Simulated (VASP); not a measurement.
# P2 in VASP: a series of runs

The runs below take P2 through relaxation of the atoms, single point, with PBE, SCAN.

Everything below comes from runs of VASP 6.6.1. Logs are shortened: lines on timing, memory, paths and dates and some standing lists are left out, and cuts for length are marked.

## (1) The cell of the first run

The cell holds a molecule in a box, 2 atoms: a = 9.000 Å, b = 9.000 Å, c = 11.000 Å, α = 90.00°, β = 90.00°, γ = 90.00°.

## (2) Relaxation of the atoms, PBE (atoms moved at random)

INCAR

```
SYSTEM = P
  ALGO = Normal
  EDIFF = 1E-7
  EDIFFG = -0.002
  EFERMI = MIDGAP
  ENCUT = 510
  GGA = PE
  GGA_COMPAT = .FALSE.
  IBRION = 2
  ISIF = 0
  ISMEAR = 0
  LASPH = .TRUE.
  LCHARG = .FALSE.
  LREAL = .FALSE.
  LWAVE = .FALSE.
  NELM = 120
  NELMDL = -8
  NELMIN = 4
  NSW = 120
  PREC = Accurate
  SIGMA = 0.03
```

KPOINTS

```
k-points
0
Gamma
  1 1 1
```

POSCAR

```
P
1.0
    9.0000000000      0.0000000000      0.0000000000
    0.0000000000      9.0000000000      0.0000000000
    0.0000000000      0.0000000000     11.0000000000
P
2
Direct
    0.5040490000      0.5118390000      0.4188760000
    0.4977240000      0.5025810000      0.5935450000
```

Potentials or basis: VASP PAW PBE potentials, release 64 (P).

The run is started by

```bash
$ cat potpaw_PBE.64/P/POTCAR > POTCAR
$ mpirun -np 1 vasp_gam > vasp.out
```

OUTCAR:

```text
SYSTEM = P
   EDIFF = 1E-7
   EDIFFG = -0.002
   EFERMI = MIDGAP
   ENCUT = 510
   GGA = PE
   IBRION = 2
   ISIF = 0
   ISMEAR = 0
   LASPH = .TRUE.
   LREAL = .FALSE.
   NELM = 120
   NELMDL = -8
   NELMIN = 4
   NSW = 120
   PREC = Accurate

 ion  position               nearest neighbor table
   1  0.504  0.512  0.419-   2 1.92
   2  0.498  0.503  0.594-   1 1.92

  LATTYP: Found a simple tetragonal cell.
 ALAT       =     9.0000000000
 C/A-ratio  =     1.2222222222

  Lattice vectors:

 A1 = (   9.0000000000,   0.0000000000,   0.0000000000)
 A2 = (   0.0000000000,   9.0000000000,   0.0000000000)
 A3 = (   0.0000000000,   0.0000000000,  11.0000000000)

Analysis of symmetry for initial positions (statically):
=====================================================================
 Subroutine PRICEL returns:
 Original cell was already a primitive cell.

 Routine SETGRP: Setting up the symmetry group for a
 simple tetragonal supercell.

 Subroutine GETGRP returns: Found  2 space group operations
 (whereof  1 operations were pure point group operations)
 out of a pool of 16 trial point group operations.

The static configuration has the point symmetry C_1 .
 The point group associated with its full space group is S_2 .

Analysis of symmetry for dynamics (positions and initial velocities):
=====================================================================
 Subroutine PRICEL returns:
 Original cell was already a primitive cell.

 Routine SETGRP: Setting up the symmetry group for a
 simple tetragonal supercell.

 Subroutine GETGRP returns: Found  2 space group operations
 (whereof  1 operations were pure point group operations)
 out of a pool of 16 trial point group operations.

The dynamic configuration has the point symmetry C_1 .
 The point group associated with its full space group is S_2 .

 Subroutine INISYM returns: Found  2 space group operations
 (whereof  1 operations are pure point group operations),
 and found     1 'primitive' translations

----------------------------------------------------------------------------------------

                                     Primitive cell

  volume of cell :     891.0000

  direct lattice vectors                    reciprocal lattice vectors
     9.000000000  0.000000000  0.000000000     0.111111111  0.000000000  0.000000000
     0.000000000  9.000000000  0.000000000     0.000000000  0.111111111  0.000000000
     0.000000000  0.000000000 11.000000000     0.000000000  0.000000000  0.090909091

  length of vectors
     9.000000000  9.000000000 11.000000000     0.111111111  0.111111111  0.090909091

  position of ions in fractional coordinates (direct lattice)
     0.504049000  0.511839000  0.418876000
     0.497724000  0.502581000  0.593545000

  ion indices of the primitive-cell ions
   primitive index   ion index
                 1           1
                 2           2

----------------------------------------------------------------------------------------

 KPOINTS: k-points

Automatic generation of k-mesh.
 Grid dimensions read from file:
 generate k-points for:    1    1    1

 Generating k-lattice:

  Cartesian coordinates                     Fractional coordinates (reciprocal lattice)
     0.111111111  0.000000000  0.000000000     1.000000000  0.000000000  0.000000000
     0.000000000  0.111111111  0.000000000     0.000000000  1.000000000  0.000000000
     0.000000000  0.000000000  0.090909091     0.000000000  0.000000000  1.000000000

  Length of vectors
     0.111111111  0.111111111  0.090909091

  Shift w.r.t. Gamma in fractional coordinates (k-lattice)
     0.000000000  0.000000000  0.000000000

 Subroutine IBZKPT returns following result:
 ===========================================

 Found      1 irreducible k-points:

 Following reciprocal coordinates:
            Coordinates               Weight
  0.000000  0.000000  0.000000      1.000000
   k-points           NKPTS =      1   k-points in BZ     NKDIM =      1   number of bands    NBANDS=      9
   number of dos      NEDOS =    301   number of ions     NIONS =      2
   total plane-waves  NPLWV = 411600
   dimension x,y,z NGX =    70 NGY =   70 NGZ =   84
   dimension x,y,z NGXF=   140 NGYF=  140 NGZF=  168
   ions per type =               2
   NGX,Y,Z   is equivalent  to a cutoff of  12.93, 12.93, 12.70 a.u.
   NGXF,Y,Z  is equivalent  to a cutoff of  25.86, 25.86, 25.39 a.u.
 SYSTEM =  P
   PREC   = accura    normal or accurate (medium, high low for compatibility)
   ISTART =      0    job   : 0-new  1-cont  2-samecut
   ICHARG =      2    charge: 1-file 2-atom 10-const
   ISPIN  =      1    spin polarized calculation?
   LNONCOLLINEAR =      F non collinear calculations
   LSORBIT =      F    spin-orbit coupling
   LASPH  =      T    aspherical Exc in radial PAW
   ENCUT  =  510.0 eV  37.48 Ry    6.12 a.u.  16.57 16.57 20.26*2*pi/ulx,y,z
   NELM   =    120;   NELMIN=  4; NELMDL= -8     # of ELM steps
   EDIFF  = 0.1E-06   stopping-criterion for ELM
   LREAL  =      F    real-space projection
   EDIFFG = -.2E-02   stopping-criterion for IOM
   NSW    =    120    number of steps for IOM
   IBRION =      2    ionic relax: 0-MD 1-quasi-New 2-CG
   NFREE  =      1    steps in history (QN), initial steepest desc. (CG)
   ISIF   =      0    stress and relaxation
   ISYM   =      2    0-nonsym 1-usesym 2-fastsym
   POTIM  = 0.5000    time-step for ionic-motion
   TEBEG  =    0.0;   TEEND  =   0.0 temperature during run

   SCALEE = 1.0000    scale energy and forces
   PSTRESS=    0.0 pullay stress
   NELECT =      10.0000    total number of electrons
   NUPDOWN=      -1.0000    fix difference up-down
   EMIN   =  10.00;   EMAX   =-10.00  energy-range for DOS
   EFERMI =   0.00;   METHOD = MIDGAP
   ISMEAR =     0;   SIGMA  =   0.03  broadening in eV -4-tet -1-fermi 0-gaus
   EFERMI_NEDOS =   21; number of points for ismear=-14 and -15
   IALGO  =     38    algorithm
   IMIX   =      4    mixing-type and parameters
     AMIX     =   0.40;   BMIX     =  1.00
     AMIX_MAG =   1.60;   BMIX_MAG =  1.00
  volume/ion in A,a.u.               =     445.50      3006.38
  Fermi-wavevector in a.u.,A,eV,Ry     =   0.366535  0.692651  1.827915  0.134348
  Thomas-Fermi vector in A             =   1.290957
   LORBIT       =      0    0 simple, 1 ext, 2 COOP (PROOUT), +10 PAW based schemes
   GGA     = PE    functional components
   LHFCALC =     F    Hartree Fock is set to
   AEXX    =    0.0000 exact exchange contribution
   IVDW    =     0    specifies the selected vdW correction
   LEPSILON=     F    determine dielectric tensor
   LRPA    =     F    only Hartree local field effects (RPA)

   CSHIFT  =0.1000    complex shift for real part using Kramers Kronig

   OMEGAMAX=  -1.0    maximum frequency
 conjugate gradient relaxation of ions
 non-spin polarized calculation
 Gauss-broadening in eV      SIGMA  =   0.03
  energy-cutoff  :      510.00
  volume of cell :      891.00
 maximum number of plane-waves:     11607
 NGX is ok and might be reduce to    70
   NGX = 33   NGY = 33   NGZ = 41

--------------------------------------- Ionic step        1  -------------------------------------------

 number of electron      10.0000000 magnetization

 number of electron       9.9999999 magnetization

 Free energy of the ion-electron system (eV)
  ---------------------------------------------------
  ext. energy  EPLUGINS =         0.00000000
  ---------------------------------------------------
  free energy    TOTEN  =        -9.04217922 eV

  energy without entropy =       -9.04217922  energy(sigma->0) =       -9.04217922

------------------------ aborting loop because EDIFF is reached ----------------------------------------

 VOLUME and BASIS-vectors are now :
 -----------------------------------------------------------------------------
  energy-cutoff  :      510.00
  volume of cell :      891.00
      direct lattice vectors                 reciprocal lattice vectors
     9.000000000  0.000000000  0.000000000     0.111111111  0.000000000  0.000000000
     0.000000000  9.000000000  0.000000000     0.000000000  0.111111111  0.000000000
     0.000000000  0.000000000 11.000000000     0.000000000  0.000000000  0.090909091
[... 64 lines left out ...]
  FREE ENERGIE OF THE ION-ELECTRON SYSTEM (eV)
  ---------------------------------------------------
  free  energy   TOTEN  =        -9.0515445702 eV

  energy  without entropy=       -9.0515445702  energy(sigma->0) =       -9.05154457

[... ionic steps 4 to 11 ...]

--------------------------------------- Ionic step       12  -------------------------------------------

 number of electron       9.9999998 magnetization

------------------------ aborting loop because EDIFF is reached ----------------------------------------

 VOLUME and BASIS-vectors are now :
 -----------------------------------------------------------------------------
  energy-cutoff  :      510.00
  volume of cell :      891.00
      direct lattice vectors                 reciprocal lattice vectors
     9.000000000  0.000000000  0.000000000     0.111111111  0.000000000  0.000000000
     0.000000000  9.000000000  0.000000000     0.000000000  0.111111111  0.000000000
     0.000000000  0.000000000 11.000000000     0.000000000  0.000000000  0.090909091
[... 40 lines left out ...]
  energy  without entropy=       -9.0515441196  energy(sigma->0) =       -9.05154412

--------------------------------------- Ionic step       14  -------------------------------------------

 number of electron       9.9999998 magnetization

 Free energy of the ion-electron system (eV)
  ---------------------------------------------------
  ext. energy  EPLUGINS =         0.00000000
  ---------------------------------------------------
  free energy    TOTEN  =        -9.05154470 eV

  energy without entropy =       -9.05154470  energy(sigma->0) =       -9.05154470

 E-fermi :  -4.8002     XC(G=0):  -1.2407

 val. band max:       -6.6224596580   @ k =   0.0000   0.0000   0.0000
 cond. band min:      -2.9778788529   @ k =   0.0000   0.0000   0.0000
 fundamental gap:      3.6445808051
 Fermi energy:        -4.8001692555

 k-point     1 :       0.0000    0.0000    0.0000
  band No.  band energies     occupation
      1     -16.4198      2.00000
      2     -11.1851      2.00000
      3      -6.7405      2.00000
      4      -6.6225      2.00000
      5      -6.6225      2.00000
      6      -2.9779      0.00000
      7      -2.9778      0.00000
      8      -0.2647      0.00000
      9       0.5238      0.00000

------------------------ aborting loop because EDIFF is reached ----------------------------------------
[... 17 lines left out ...]
  FREE ENERGIE OF THE ION-ELECTRON SYSTEM (eV)
  ---------------------------------------------------
  free  energy   TOTEN  =        -9.0515446972 eV

  energy  without entropy=       -9.0515446972  energy(sigma->0) =       -9.05154470

 reached required accuracy - stopping structural energy minimisation
```

It took 6.9 min on 1 thread of Intel Xeon Platinum 8175M at 2.50GHz (Skylake/Cascade Lake), shared host; peak memory 0.79 GiB.

What came out:

- Free energy: -9.0515 eV
- Energy gained by relaxing: 4.7 meV/atom
- Ionic steps: 14
- Gap between the frontier levels: 3.64 eV

Step by step:
```
step  energy change (eV)  largest force (eV/Å)
   1              0.0000                0.7756
   2              0.0397                1.9973
   3             -0.0094                0.0036
   4             -0.0094                0.0128
   5             -0.0094                0.0122
   6             -0.0094                0.0104
   7             -0.0094                0.0104
   8             -0.0094                0.0103
   9             -0.0094                0.0101
  10             -0.0094                0.0098
  11             -0.0094                0.0092
  12             -0.0094                0.0078
  13             -0.0094                0.0052
  14             -0.0094                0.0002
```

Final structure:
```
P
1.0
     9.00000    0.00000    0.00000
     0.00000    9.00000    0.00000
     0.00000    0.00000   11.00000
P
2
Direct
  0.50401 0.51178 0.41995
  0.49777 0.50264 0.59247
```

Caveat: the cell differs from its parent crystal (atoms moved at random).

## (3) Single point, SCAN

POSCAR

```
P
1.0
    9.0000000000      0.0000000000      0.0000000000
    0.0000000000      9.0000000000      0.0000000000
    0.0000000000      0.0000000000     11.0000000000
P
2
Direct
    0.5014444400      0.5023333300      0.4170272700
    0.5014444400      0.5023333300      0.5891545500
```

INCAR.step1

```
SYSTEM = P
  ALGO = Normal
  EDIFF = 1E-5
  EFERMI = MIDGAP
  ENCUT = 440
  GGA = PE
  GGA_COMPAT = .FALSE.
  ISIF = 0
  ISMEAR = 0
  LASPH = .TRUE.
  LCHARG = .TRUE.
  LREAL = .FALSE.
  LWAVE = .TRUE.
  NELM = 100
  NELMDL = -8
  PREC = Accurate
  SIGMA = 0.03
```

INCAR.step2

```
SYSTEM = P
  ALGO = All
  EDIFF = 1E-6
  EFERMI = MIDGAP
  ENCUT = 440
  GGA_COMPAT = .FALSE.
  ISEARCH = 1
  ISIF = 0
  ISMEAR = 0
  ISTART = 1
  LASPH = .TRUE.
  LCHARG = .FALSE.
  LMIXTAU = .TRUE.
  LREAL = .FALSE.
  LWAVE = .FALSE.
  METAGGA = SCAN
  NELM = 100
  NELMDL = -8
  PREC = Accurate
  SIGMA = 0.03
```

KPOINTS is that of step 2.

Potentials or basis: VASP PAW PBE potentials, release 64 (P).

The run is started by

```bash
$ cat potpaw_PBE.64/P/POTCAR > POTCAR
$ cp INCAR.step1 INCAR
$ mpirun -np 1 vasp_gam > vasp.out
$ cp INCAR.step2 INCAR
$ mpirun -np 1 vasp_gam > vasp.out
```

OUTCAR:

```text
SYSTEM = P
   EDIFF = 1E-6
   EFERMI = MIDGAP
   ENCUT = 440
   ISIF = 0
   ISMEAR = 0
   ISTART = 1
   LASPH = .TRUE.
   LREAL = .FALSE.
   METAGGA = SCAN
   NELM = 100
   NELMDL = -8
   PREC = Accurate

 Found      1 irreducible k-points:

 Following reciprocal coordinates:
            Coordinates               Weight
  0.000000  0.000000  0.000000      1.000000
   k-points           NKPTS =      1   k-points in BZ     NKDIM =      1   number of bands    NBANDS=      9
   number of dos      NEDOS =    301   number of ions     NIONS =      2
   total plane-waves  NPLWV = 327680
   dimension x,y,z NGX =    64 NGY =   64 NGZ =   80
   dimension x,y,z NGXF=   128 NGYF=  128 NGZF=  160
   ions per type =               2
   NGX,Y,Z   is equivalent  to a cutoff of  11.82, 11.82, 12.09 a.u.
   NGXF,Y,Z  is equivalent  to a cutoff of  23.64, 23.64, 24.18 a.u.
 SYSTEM =  P
   PREC   = accura    normal or accurate (medium, high low for compatibility)
   ISTART =      1    job   : 0-new  1-cont  2-samecut
   ICHARG =      0    charge: 1-file 2-atom 10-const
   ISPIN  =      1    spin polarized calculation?
   LNONCOLLINEAR =      F non collinear calculations
   LSORBIT =      F    spin-orbit coupling
   LASPH  =      T    aspherical Exc in radial PAW
   ENCUT  =  440.0 eV  32.34 Ry    5.69 a.u.  15.39 15.39 18.81*2*pi/ulx,y,z
   NELM   =    100;   NELMIN=  2; NELMDL= -8     # of ELM steps
   EDIFF  = 0.1E-05   stopping-criterion for ELM
   LREAL  =      F    real-space projection
   EDIFFG = 0.1E-04   stopping-criterion for IOM
   NSW    =      0    number of steps for IOM
   IBRION =     -1    ionic relax: 0-MD 1-quasi-New 2-CG
   NFREE  =      0    steps in history (QN), initial steepest desc. (CG)
   ISIF   =      0    stress and relaxation
   ISYM   =      2    0-nonsym 1-usesym 2-fastsym
   POTIM  = 0.5000    time-step for ionic-motion
   TEBEG  =    0.0;   TEEND  =   0.0 temperature during run

   SCALEE = 1.0000    scale energy and forces
   PSTRESS=    0.0 pullay stress
   NELECT =      10.0000    total number of electrons
   NUPDOWN=      -1.0000    fix difference up-down
   EMIN   =  10.00;   EMAX   =-10.00  energy-range for DOS
   EFERMI =   0.00;   METHOD = MIDGAP
   ISMEAR =     0;   SIGMA  =   0.03  broadening in eV -4-tet -1-fermi 0-gaus
   EFERMI_NEDOS =   21; number of points for ismear=-14 and -15
   IALGO  =     58    algorithm
   IMIX   =      4    mixing-type and parameters
     AMIX     =   0.40;   BMIX     =  1.00
     AMIX_MAG =   1.60;   BMIX_MAG =  1.00
  volume/ion in A,a.u.               =     445.50      3006.38
  Fermi-wavevector in a.u.,A,eV,Ry     =   0.366535  0.692651  1.827915  0.134348
  Thomas-Fermi vector in A             =   1.290957
   LORBIT       =      0    0 simple, 1 ext, 2 COOP (PROOUT), +10 PAW based schemes
   METAGGA = SCAN    functional components
   LHFCALC =     F    Hartree Fock is set to
   AEXX    =    0.0000 exact exchange contribution
   IVDW    =     0    specifies the selected vdW correction
   LEPSILON=     F    determine dielectric tensor
   LRPA    =     F    only Hartree local field effects (RPA)

   CSHIFT  =0.1000    complex shift for real part using Kramers Kronig

   OMEGAMAX=  -1.0    maximum frequency
 non-spin polarized calculation
 Gauss-broadening in eV      SIGMA  =   0.03
  energy-cutoff  :      440.00
  volume of cell :      891.00
 maximum number of plane-waves:      9381
 NGX is ok and might be reduce to    64
   NGX = 31   NGY = 31   NGZ = 37

 number of electron      10.0000000 magnetization

 Free energy of the ion-electron system (eV)
  ---------------------------------------------------
  ext. energy  EPLUGINS =         0.00000000
  ---------------------------------------------------
  free energy    TOTEN  =       -18.79756735 eV

  energy without entropy =      -18.79756735  energy(sigma->0) =      -18.79756735

 E-fermi :  -4.9006     XC(G=0):  -0.8591

 val. band max:       -6.9031697280   @ k =   0.0000   0.0000   0.0000
 cond. band min:      -2.8968722635   @ k =   0.0000   0.0000   0.0000
 fundamental gap:      4.0062974645
 Fermi energy:        -4.9006308522

 k-point     1 :       0.0000    0.0000    0.0000
  band No.  band energies     occupation
      1     -17.2741      2.00000
      2     -11.5629      2.00000
      3      -7.0056      2.00000
      4      -6.9037      2.00000
      5      -6.9032      2.00000
      6      -2.8969      0.00000
      7      -2.8966      0.00000
      8       0.2619      0.00000
      9       1.2481      0.00000

------------------------ aborting loop because EDIFF is reached ----------------------------------------

 VOLUME and BASIS-vectors are now :
 -----------------------------------------------------------------------------
  energy-cutoff  :      440.00
  volume of cell :      891.00
      direct lattice vectors                 reciprocal lattice vectors
     9.000000000  0.000000000  0.000000000     0.111111111  0.000000000  0.000000000
     0.000000000  9.000000000  0.000000000     0.000000000  0.111111111  0.000000000
     0.000000000  0.000000000 11.000000000     0.000000000  0.000000000  0.090909091

 POSITION                                       TOTAL-FORCE (eV/Angst)
 -----------------------------------------------------------------------------------
      4.51300      4.52100      4.58730         0.000000      0.000000      0.526300
      4.51300      4.52100      6.48070        -0.000000      0.000000     -0.526300
 -----------------------------------------------------------------------------------
    total drift:                                0.015963      0.006702      0.000586

  FREE ENERGIE OF THE ION-ELECTRON SYSTEM (eV)
  ---------------------------------------------------
  free  energy   TOTEN  =       -18.7975673509 eV

  energy  without entropy=      -18.7975673509  energy(sigma->0) =      -18.79756735
```

It took 2.9 min on 1 thread of Intel Xeon Platinum 8488C (Sapphire Rapids), shared host; peak memory 0.7 GiB.

Results:

- Free energy: -18.7976 eV
- Largest force: 0.526 eV/Å
- Gap between the frontier levels: 4.01 eV

Forces on the atoms (eV/Å):
```
P    0.000  0.000  0.526
P    0.000  0.000 -0.526
```

Caveat: the PAW data sets were made with another functional, which shifts forces and pressure a little.
